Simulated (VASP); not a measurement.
# TaHBr2 (P4/nmm) in VASP: relaxation of cell and atoms with PBE

Aim: the relaxation of cell and atoms of TaHBr2 with PBE.

Everything below comes from runs of VASP 6.6.1. Logs are shortened: lines on timing, memory, paths and dates and some standing lists are left out, and cuts for length are marked.

### 1 The cell of the first run

The structure is tetragonal, space group P4/nmm (No. 129). The conventional cell has a = 4.533 Å, b = 4.533 Å, c = 8.818 Å, α = 90.00°, β = 90.00°, γ = 90.00°. Ta (site symmetry 4mm) has 5 Br at 2.26 to 2.43 Å within 3.0 Å. H (site symmetry 4mm) has 9 Br at 3.09 to 3.45 Å and 5 Ta at 3.48 to 3.64 Å within 4.1 Å. Br (site symmetry 4mm) has 1 Ta at 2.26 Å and 1 H at 3.09 Å within 3.1 Å. Within 3.3 Å of Br (site symmetry -4m2) lie 4 Ta at 2.43 Å and 4 Br at 3.21 Å.

The cell was generated, and may not be a known phase.

### 2 Relaxation of cell and atoms, PBE, collinear spin

INCAR

```
SYSTEM = TaHBr2
PREC = Accurate ; ENCUT = 600
EDIFF = 1E-7 ; ISMEAR = 0
SIGMA = 0.1 ; LREAL = .FALSE.
LASPH = .TRUE. ; NELM = 150
ALGO = Normal ; ISIF = 3
LWAVE = .FALSE. ; LCHARG = .FALSE.
ISPIN = 2 ; MAGMOM = 1 1 0 0 0 0 0 0
LORBIT = 11 ; LMAXMIX = 4
GGA = PE ; IBRION = 2
NSW = 90 ; EDIFFG = -0.04
```

KPOINTS

```
Automatic mesh
0
G
  4 4 2
  0 0 0
```

POSCAR

```
TaHBr2
1.0
    4.5334358700      0.0000000000      0.0000000000
    0.0000000000      4.5334358700      0.0000000000
    0.0000000000      0.0000000000      8.8182002000
Ta H Br
2 2 4
Direct
    0.0000000000      0.5000000000      0.9010653500
    0.5000000000      0.0000000000      0.0989346500
    0.5000000000      0.0000000000      0.7047187700
    0.0000000000      0.5000000000      0.2952812300
    0.0000000000      0.5000000000      0.6452779200
    0.5000000000      0.0000000000      0.3547220800
    0.5000000000      0.5000000000      0.0000000000
    0.0000000000      0.0000000000      0.0000000000
```

Potentials or basis: VASP PAW PBE potentials, release 64 (Ta_pv, H, Br).

Started as:

```sh
$ cat potpaw_PBE.64/Ta_pv/POTCAR potpaw_PBE.64/H/POTCAR potpaw_PBE.64/Br/POTCAR > POTCAR
$ mpirun -np 1 vasp_std > vasp.out
```

OUTCAR:

```text
SYSTEM = TaHBr2
   PREC = Accurate
   ENCUT = 600
   EDIFF = 1E-7
   ISMEAR = 0
   LREAL = .FALSE.
   LASPH = .TRUE.
   NELM = 150
   ISIF = 3
   ISPIN = 2
   LORBIT = 11
   GGA = PE
   IBRION = 2
   NSW = 90
   EDIFFG = -0.04

 ion  position               nearest neighbor table
   1  0.000  0.500  0.901-   5 2.26   7 2.43   8 2.43   8 2.43   7 2.43
   2  0.500  0.000  0.099-   6 2.26   7 2.43   8 2.43   7 2.43   8 2.43
   3  0.500  0.000  0.705-
   4  0.000  0.500  0.295-
   5  0.000  0.500  0.645-   1 2.26
   6  0.500  0.000  0.355-   2 2.26
   7  0.500  0.500  0.000-   1 2.43   2 2.43   2 2.43   1 2.43
   8  0.000  0.000  0.000-   1 2.43   2 2.43   1 2.43   2 2.43

  LATTYP: Found a simple tetragonal cell.
 ALAT       =     4.5334358700
 C/A-ratio  =     1.9451472245

  Lattice vectors:

 A1 = (   4.5334358700,   0.0000000000,   0.0000000000)
 A2 = (   0.0000000000,   4.5334358700,   0.0000000000)
 A3 = (   0.0000000000,   0.0000000000,   8.8182002000)

Analysis of symmetry for initial positions (statically):
=====================================================================
 Subroutine PRICEL returns:
 Original cell was already a primitive cell.

 Routine SETGRP: Setting up the symmetry group for a
 simple tetragonal supercell.

 Subroutine GETGRP returns: Found 16 space group operations
 (whereof  8 operations were pure point group operations)
 out of a pool of 16 trial point group operations.

The static configuration has the point symmetry D_2d.
 The point group associated with its full space group is D_4h.

Analysis of symmetry for dynamics (positions and initial velocities):
=====================================================================
 Subroutine PRICEL returns:
 Original cell was already a primitive cell.

 Routine SETGRP: Setting up the symmetry group for a
 simple tetragonal supercell.

 Subroutine GETGRP returns: Found 16 space group operations
 (whereof  8 operations were pure point group operations)
 out of a pool of 16 trial point group operations.

The dynamic configuration has the point symmetry D_2d.
 The point group associated with its full space group is D_4h.

Analysis of structural, dynamic, and magnetic symmetry:
=====================================================================
 Subroutine PRICEL returns:
 Original cell was already a primitive cell.

 Routine SETGRP: Setting up the symmetry group for a
 simple tetragonal supercell.

 Subroutine GETGRP returns: Found 16 space group operations
 (whereof  8 operations were pure point group operations)
 out of a pool of 16 trial point group operations.

The overall configuration has the point symmetry D_2d.
 The point group associated with its full space group is D_4h.

 Subroutine INISYM returns: Found 16 space group operations
 (whereof  8 operations are pure point group operations),
 and found     1 'primitive' translations

----------------------------------------------------------------------------------------

                                     Primitive cell

  volume of cell :     181.2320

  direct lattice vectors                    reciprocal lattice vectors
     4.533435870  0.000000000  0.000000000     0.220583246  0.000000000  0.000000000
     0.000000000  4.533435870  0.000000000     0.000000000  0.220583246  0.000000000
     0.000000000  0.000000000  8.818200200     0.000000000  0.000000000  0.113401825

  length of vectors
     4.533435870  4.533435870  8.818200200     0.220583246  0.220583246  0.113401825

  position of ions in fractional coordinates (direct lattice)
     0.000000000  0.500000000  0.901065350
     0.500000000  0.000000000  0.098934650
     0.500000000  0.000000000  0.704718770
     0.000000000  0.500000000  0.295281230
     0.000000000  0.500000000  0.645277920
     0.500000000  0.000000000  0.354722080
     0.500000000  0.500000000  0.000000000
     0.000000000  0.000000000  0.000000000

  ion indices of the primitive-cell ions
   primitive index   ion index
                 1           1
                 2           2
                 3           3
                 4           4
[... 44 lines left out ...]
  0.500000  0.500000  0.500000      1.000000
   k-points           NKPTS =     12   k-points in BZ     NKDIM =     12   number of bands    NBANDS=     32
   number of dos      NEDOS =    301   number of ions     NIONS =      8
   total plane-waves  NPLWV =  90720
   dimension x,y,z NGX =    36 NGY =   36 NGZ =   70
   dimension x,y,z NGXF=    72 NGYF=   72 NGZF=  140
   ions per type =               2   2   4
   NGX,Y,Z   is equivalent  to a cutoff of  13.20, 13.20, 13.20 a.u.
   NGXF,Y,Z  is equivalent  to a cutoff of  26.40, 26.40, 26.39 a.u.
 SYSTEM =  TaHBr2
   PREC   = accura    normal or accurate (medium, high low for compatibility)
   ISTART =      0    job   : 0-new  1-cont  2-samecut
   ICHARG =      2    charge: 1-file 2-atom 10-const
   ISPIN  =      2    spin polarized calculation?
   LNONCOLLINEAR =      F non collinear calculations
   LSORBIT =      F    spin-orbit coupling
   LASPH  =      T    aspherical Exc in radial PAW
   ENCUT  =  600.0 eV  44.10 Ry    6.64 a.u.   9.05  9.05 17.61*2*pi/ulx,y,z
   NELM   =    150;   NELMIN=  2; NELMDL= -5     # of ELM steps
   EDIFF  = 0.1E-06   stopping-criterion for ELM
   LREAL  =      F    real-space projection
   EDIFFG = -.4E-01   stopping-criterion for IOM
   NSW    =     90    number of steps for IOM
   IBRION =      2    ionic relax: 0-MD 1-quasi-New 2-CG
   NFREE  =      1    steps in history (QN), initial steepest desc. (CG)
   ISIF   =      3    stress and relaxation
   ISYM   =      2    0-nonsym 1-usesym 2-fastsym
   POTIM  = 0.5000    time-step for ionic-motion
   TEBEG  =    0.0;   TEEND  =   0.0 temperature during run
   PSTRESS=    0.0 pullay stress
   NELECT =      52.0000    total number of electrons
   NUPDOWN=      -1.0000    fix difference up-down
   EMIN   =  10.00;   EMAX   =-10.00  energy-range for DOS
   EFERMI =   0.00;   METHOD = LEGACY
   ISMEAR =     0;   SIGMA  =   0.10  broadening in eV -4-tet -1-fermi 0-gaus
   EFERMI_NEDOS =   21; number of points for ismear=-14 and -15
   IALGO  =     38    algorithm
   IMIX   =      4    mixing-type and parameters
     AMIX     =   0.40;   BMIX     =  1.00
     AMIX_MAG =   1.60;   BMIX_MAG =  1.00
  volume/ion in A,a.u.               =      22.65       152.88
  Fermi-wavevector in a.u.,A,eV,Ry     =   1.079769  2.040468 15.863056  1.165902
  Thomas-Fermi vector in A             =   2.215743
   LORBIT       =     11    0 simple, 1 ext, 2 COOP (PROOUT), +10 PAW based schemes
   GGA     = PE    functional components
   LHFCALC =     F    Hartree Fock is set to
   AEXX    =    0.0000 exact exchange contribution
   IVDW    =     0    specifies the selected vdW correction
   LEPSILON=     F    determine dielectric tensor
   LRPA    =     F    only Hartree local field effects (RPA)
 conjugate gradient relaxation of ions
 spin polarized calculation
 Gauss-broadening in eV      SIGMA  =   0.10
  energy-cutoff  :      600.00
  volume of cell :      181.23
 maximum number of plane-waves:      6072
   NGX = 19   NGY = 19   NGZ = 35

--------------------------------------- Ionic step        1  -------------------------------------------

 number of electron      51.9999990 magnetization       1.9167269

 Free energy of the ion-electron system (eV)
  ---------------------------------------------------
  ext. energy  EPLUGINS =         0.00000000
  ---------------------------------------------------
  free energy    TOTEN  =       -27.76200680 eV

  energy without entropy =      -27.72569809  energy(sigma->0) =      -27.74385244

------------------------ aborting loop because EDIFF is reached ----------------------------------------

  FORCE on cell =-STRESS in cart. coord.  units (eV):
  Direction    XX          YY          ZZ          XY          YZ          ZX
  --------------------------------------------------------------------------------------
  -------------------------------------------------------------------------------------
  Total       22.5439108     22.5439108     13.6108866      0.0000000      0.0000000      0.0000000
  in kB      199.2989144    199.2989144    120.3267235      0.0000000      0.0000000      0.0000000
  external PRESSURE =     172.9748508 kB  Pullay stress =       0.0000000 kB
[... 107 lines left out ...]
  FREE ENERGIE OF THE ION-ELECTRON SYSTEM (eV)
  ---------------------------------------------------
  free  energy   TOTEN  =       -30.2004031563 eV

  energy  without entropy=      -30.1852226492  energy(sigma->0) =      -30.19281290

[... ionic steps 4 to 64 ...]

--------------------------------------- Ionic step       65  -------------------------------------------

 number of electron      51.9999994 magnetization       2.8739375

------------------------ aborting loop because EDIFF is reached ----------------------------------------
[... 79 lines left out ...]
--------------------------------------- Ionic step       67  -------------------------------------------

 number of electron      52.0000004 magnetization       2.8687958

 Free energy of the ion-electron system (eV)
  ---------------------------------------------------
  ext. energy  EPLUGINS =         0.00000000
  ---------------------------------------------------
  free energy    TOTEN  =       -35.44633025 eV

  energy without entropy =      -35.40476673  energy(sigma->0) =      -35.42554849

 E-fermi :   1.0127     XC(G=0):  -7.4672

 val. band max:        0.9839418805   @ k =   0.5000   0.2500   0.0000
 cond. band min:       1.0239483310   @ k =   0.2500   0.0000   0.0000
 fundamental gap:      0.0400064505
 Fermi energy:         1.0126744534

 spin component 1

 k-point     1 :       0.0000    0.0000    0.0000
  band No.  band energies     occupation
      1     -35.0784      1.00000
      2     -35.0784      1.00000
      3     -35.0537      1.00000
      4     -35.0537      1.00000
      5     -34.8085      1.00000
      6     -34.8019      1.00000
[... 409 lines left out ...]
     31       3.5640      0.00000
     32       3.5640      0.00000
 Fermi energy:         1.0126744534

 spin component 2

 k-point     1 :       0.0000    0.0000    0.0000
  band No.  band energies     occupation
      1     -34.3885      1.00000
      2     -34.3885      1.00000
      3     -34.3644      1.00000
      4     -34.3644      1.00000
      5     -34.2183      1.00000
      6     -34.2119      1.00000
[... 444 lines left out ...]
  FREE ENERGIE OF THE ION-ELECTRON SYSTEM (eV)
  ---------------------------------------------------
  free  energy   TOTEN  =       -35.4463302537 eV

  energy  without entropy=      -35.4047667274  energy(sigma->0) =      -35.42554849

 reached required accuracy - stopping structural energy minimisation

 total charge

# of ion       s       p       d       tot
------------------------------------------
    1        0.277   6.126   2.304   8.707
    2        0.277   6.126   2.304   8.707
    3        0.550   0.009   0.000   0.558
    4        0.550   0.009   0.000   0.558
    5        1.616   3.226   0.019   4.861
    6        1.616   3.226   0.019   4.861
    7        1.606   3.193   0.090   4.889
    8        1.606   3.193   0.090   4.889
--------------------------------------------------
tot          8.096  25.108   4.826  38.030

 magnetization (x)

# of ion       s       p       d       tot
------------------------------------------
    1        0.037   0.010   0.967   1.014
    2        0.037   0.010   0.967   1.014
    3       -0.010   0.002   0.000  -0.008
    4       -0.010   0.002   0.000  -0.008
    5        0.001   0.014   0.005   0.019
    6        0.001   0.014   0.005   0.019
    7        0.002  -0.035   0.035   0.002
    8        0.002  -0.035   0.035   0.002
--------------------------------------------------
tot          0.061  -0.019   2.014   2.055
```

Wall time 87 min (1 thread of Intel Xeon 6975P-C (Granite Rapids), shared host); peak memory 0.46 GiB.

Results:

```yaml
Free_energy: -35.4463 eV
Relaxed_volume: 29.53 Å³/atom
Relaxed_cell: a = 5.188 Å, b = 5.188 Å, c = 8.777 Å, α = 90.00°, β = 90.00°, γ = 90.00°
Space_group_after_relaxing_to_0.1_Å: P4/nmm (No. 129)
Energy_gained_by_relaxing: 960.5 meV/atom
Ionic_steps: 67
Pressure_after_relaxing: 0.0 GPa
Largest_force_after_relaxing: 0.033 eV/Å
Net_moment: 2.87 μB per cell
Site_moments: Ta +1.01; H -0.01; Br +0.02, +0.00 (each value once) μB
Valence_electrons_inside_the_program's_atomic_spheres: Ta 8.71; H 0.56; Br 4.86, 4.89 (each value once)
```

Forces in eV/Å, atoms in the order of the input:
```
Ta   0.000  0.000 -0.004
Ta   0.000  0.000  0.004
H    0.000  0.000 -0.033
H    0.000  0.000  0.033
Br   0.000  0.000 -0.007
Br   0.000  0.000  0.007
Br   0.000  0.000  0.000
Br   0.000  0.000  0.000
```

The path:
```
step  energy change (eV)  largest force (eV/Å)  pressure (GPa)  volume (Å³)
   1              0.0000                3.0965           17.30       181.23
   3             -2.4384                1.0283           -0.12       227.66
   5             -2.7719                1.1071           -0.42       232.33
   7             -3.9633                2.6404           -1.84       229.19
   9             -4.9817                6.1429            6.44       213.84
  11             -5.4763                6.4114            3.66       217.16
  13             -5.5811                5.5293            3.92       217.19
  15             -5.5781                5.2658            4.04       217.19
  17             -5.7806                4.7679            3.35       217.66
  19             -6.4506                2.9440            0.63       219.75
  21             -6.9036                1.2865           -2.92       223.43
  23             -6.9502                1.2606           -3.00       222.58
  25             -7.2412                0.6208           -1.38       212.37
  27             -7.3202                0.5313            0.17       204.97
  29             -7.3490                0.4743            0.33       203.99
  31             -7.3942                0.4832            0.57       202.35
  33             -7.4620                0.3536            1.08       206.35
  35             -7.4788                0.4895            1.10       208.72
  37             -7.5544                0.2654           -0.18       219.45
  39             -7.5685                0.2206           -0.85       227.13
  41             -7.5967                0.2220           -0.23       226.82
  43             -7.5997                0.3658            0.09       226.65
  45             -7.6118                0.0884            0.22       227.05
  47             -7.6159                0.1453           -0.09       230.38
  49             -7.6188                0.0382           -0.20       232.30
  51             -7.6218                0.1234            0.08       231.01
  53             -7.6235                0.0840            0.00       231.03
  55             -7.6253                0.1315            0.11       231.10
  57             -7.6266                0.1308            0.10       231.25
  59             -7.6329                0.1286            0.03       231.91
  61             -7.6655                0.1167            0.04       234.42
  63             -7.6818                0.1507            0.13       235.91
  65             -7.6705                0.2953           -0.46       238.32
  67             -7.6843                0.0325            0.01       236.27
```

Final structure:
```
CELL_PARAMETERS angstrom
5.18831 0.00000 0.00000
0.00000 5.18831 0.00000
0.00000 0.00000 8.77711
ATOMIC_POSITIONS crystal
Ta 0.00000 0.50000 0.91757
Ta 0.50000 0.00000 0.08243
H 0.50000 0.00000 0.87536
H 0.00000 0.50000 0.12464
Br 0.00000 0.50000 0.63493
Br 0.50000 0.00000 0.36507
Br 0.50000 0.50000 0.00000
Br 0.00000 0.00000 0.00000
```

Caveat: the volume moved by over 15 % at a fixed basis, so the end points are rough; spin-orbit coupling is left out, which moves the levels of the heavy elements.
